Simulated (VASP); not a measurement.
Wanted: the native input for a VASP 6.6.1 run.

```yaml
Task: single point
Functional: r2SCAN
Potentials_or_basis: VASP PAW PBE potentials, release 64 (Si, O)
Cutoff: 520 eV
k_mesh: 6 × 6 × 9
Occupations: fermi-dirac, width 0.05 eV
Spin: no spin polarisation
Dipole_correction: no
Further_INCAR_settings: ALGO = Normal; EDIFF = 1e-06; NBANDS = 25
```

SiO2:

```
Si O
1.0
     4.19435    0.00000    0.00000
     0.00000    4.19435    0.00000
     0.00000    0.00000    2.67855
Si O
2 4
Direct
  0.00000 0.00000 0.00000
  0.50000 0.50000 0.50000
  0.30604 0.30604 0.00000
  0.69396 0.69396 0.00000
  0.19396 0.80604 0.50000
  0.80604 0.19396 0.50000
```

These files were run (other wordings do the same):

POSCAR

```
SiO2
1.0
    4.1943470000      0.0000000000      0.0000000000
    0.0000000000      4.1943470000      0.0000000000
    0.0000000000      0.0000000000      2.6785480000
Si O
2 4
Direct
    0.0000000000      0.0000000000      0.0000000000
    0.5000000000      0.5000000000      0.5000000000
    0.3060380000      0.3060380000      0.0000000000
    0.6939620000      0.6939620000      0.0000000000
    0.1939620000      0.8060380000      0.5000000000
    0.8060380000      0.1939620000      0.5000000000
```

INCAR.step1

```
PREC     = Accurate       # precision mode
ENCUT    = 520            # plane-wave cutoff, eV
ISMEAR   = -1             # smearing method
SIGMA    = 0.05           # smearing width, eV
LREAL    = False          # projectors in reciprocal space
LASPH    = True           # aspherical terms in the spheres
NELM     = 80             # most SCF steps
NBANDS   = 25             # bands
GGA      = PE             # functional
ALGO     = Normal         # electronic algorithm
EDIFF    = 1E-4           # SCF threshold, eV
LWAVE    = True           # write WAVECAR
LCHARG   = False          # write CHGCAR
```

INCAR.step2

```
PREC     = Accurate       # precision mode
ENCUT    = 520            # plane-wave cutoff, eV
EDIFF    = 1E-6           # SCF threshold, eV
ISMEAR   = -1             # smearing method
SIGMA    = 0.05           # smearing width, eV
LREAL    = False          # projectors in reciprocal space
LASPH    = True           # aspherical terms in the spheres
NELM     = 80             # most SCF steps
ALGO     = Normal         # electronic algorithm
ISIF     = 2              # what is computed and relaxed
LWAVE    = False          # write WAVECAR
LCHARG   = True           # write CHGCAR
METAGGA  = R2SCAN         # meta-GGA
LMIXTAU  = True         
LELF     = True           # ELF
LVHAR    = True         
NBANDS   = 25             # bands
ISTART   = 1
```

KPOINTS

```
regular mesh
0
Gamma
  6 6 9
```

Potentials or basis: VASP PAW PBE potentials, release 64 (Si, O).

The run is started by

```bash
$ cat potpaw_PBE.64/Si/POTCAR potpaw_PBE.64/O/POTCAR > POTCAR
$ cp INCAR.step1 INCAR
$ mpirun -np 1 vasp_std > vasp.out
$ cp INCAR.step2 INCAR
$ mpirun -np 1 vasp_std > vasp.out
```

It gave:

```json
{
 "Pressure": "-2.4 GPa",
 "Largest force": "0.037 eV/Å",
 "Band gap on the k mesh": "6.35 eV, direct"
}
```

Caveat: the PAW data sets were made with another functional, which shifts forces and pressure a little.

Run time: 83 s on 1 thread of Intel(R) Xeon(R) Platinum 8488C (Sapphire Rapids), on a shared host, peak memory 0.17 GiB.
